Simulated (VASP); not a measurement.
Input of a VASP 6.6.1 run:

Contents of POSCAR:

```
CdSe
1.0
    0.0000000000      2.8351159683      2.8351159683
    2.8351159683      0.0000000000      2.8351159683
    2.8351159683      2.8351159683      0.0000000000
Cd Se
1 1
Direct
    0.0000000000      0.0000000000      0.0000000000
    0.5000000000      0.5000000000      0.5000000000
```

Contents of INCAR.step1:

```
SYSTEM = CdSe
ALGO = Normal ; EDIFF = 1E-5
ENCUT = 520 ; GGA = PE
ISIF = 2 ; ISMEAR = -1
LASPH = .True. ; LCHARG = .False.
LREAL = .False. ; LWAVE = .True.
NBANDS = 16 ; NELM = 100
PREC = Accurate ; SIGMA = 0.05
```

File INCAR.step2:

```
SYSTEM = CdSe
AEXX = 0.25 ; ALGO = Normal
EDIFF = 1E-7 ; ENCUT = 520
GGA = PE ; ISIF = 2
ISMEAR = -1 ; ISTART = 1
LASPH = .True. ; LCHARG = .False.
LHFCALC = .True. ; LREAL = .False.
LWAVE = .False. ; NBANDS = 16
NELM = 100 ; PREC = Accurate
PRECFOCK = Normal ; SIGMA = 0.05
```

KPOINTS

```
k-points
0
Gamma
  4 4 4
  0 0 0
```

Potentials or basis: VASP PAW PBE potentials, release 64 (Cd, Se).

The run is started by

```console
$ cat potpaw_PBE.64/Cd/POTCAR potpaw_PBE.64/Se/POTCAR > POTCAR
$ cp INCAR.step1 INCAR
$ mpirun -np 1 vasp_std > vasp.out
$ cp INCAR.step2 INCAR
$ mpirun -np 1 vasp_std > vasp.out
```

Task: Estimate the pressure.

Result: 1.1 GPa.

Task: What does it give for the band gap on the k mesh?

Result: 1.11 eV (least direct gap 2.55 eV).

Caveat: the k points lie up to 0.48 Å⁻¹ apart; the PAW data sets were made with another functional, which shifts forces and pressure a little. A k mesh can miss the band edges.
